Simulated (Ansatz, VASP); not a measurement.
One calculation of BN, two programs

The input INCAR:

```
SYSTEM = BN
PREC = Accurate ; ENCUT = 600
EDIFF = 1E-6 ; ISMEAR = -1
SIGMA = 0.1 ; LREAL = .False.
LASPH = .True. ; NELM = 120
ALGO = Normal ; ISIF = 2
LWAVE = .False. ; LCHARG = .False.
NBANDS = 11 ; GGA_COMPAT = .False.
```

KPOINTS

```
Automatic mesh
0
Gamma
  15 15 15
  0 0 0
```

File POSCAR:

```
BN
1.0
    0.0000000000      1.6619746047      1.6619746047
    1.6619746047      0.0000000000      1.6619746047
    1.6619746047      1.6619746047      0.0000000000
B N
1 1
Direct
    0.0000000000      0.0000000000      0.0000000000
    0.2500000000      0.2500000000      0.2500000000
```

Input for Ansatz:

```yaml
crystal:
  lattice:
    - [0.0, 1.6619746047, 1.6619746047]
    - [1.6619746047, 0.0, 1.6619746047]
    - [1.6619746047, 1.6619746047, 0.0]
  atoms:
    - { symbol: B, position: [0.0, 0.0, 0.0] }
    - { symbol: "N", position: [0.25, 0.25, 0.25] }
kpoints:
  mp_grid: { grid: [15, 15, 15] }
scf:
  occupations: { method: fermi_dirac, width: 0.1 }
hamiltonian:
  xc: lda
  pseudopotentials: { kind: all_electron, lapw: { basis_error: 0.001 } }
output:
  forces: true
  stress: true
  eigenvalues: true
  populations: true
```

Change from the starting cell: volume scaled by 0.8, LAPW.

Alike in both runs: task single point; functional LDA; k mesh 15 × 15 × 15; occupations fermi-dirac, width 0.1 eV; no spin polarisation.

|  | VASP | Ansatz |
| --- | --- | --- |
| version | VASP 6.6.1 | Ansatz 0.2.0 |
| potentials or method | VASP PAW LDA potentials, release 64 (B, N), cutoff 600 eV | all-electron LAPW, scalar-relativistic |

```tsv
	VASP	Ansatz	Ansatz less VASP
gap on the k mesh at the Fermi level (eV)	4.68	4.70	+0.018
pressure (GPa)	135.6	134.3	-1.33
```

LDA's correlation is that of Perdew and Zunger in VASP and of Perdew and Wang (1992) in Ansatz. Both programs put the cell under a high pressure, so it lies far from rest at this level. Ansatz ran all-electron here, and VASP with PAW potentials.

Noted on VASP's run: the cell as given lies far from equilibrium.
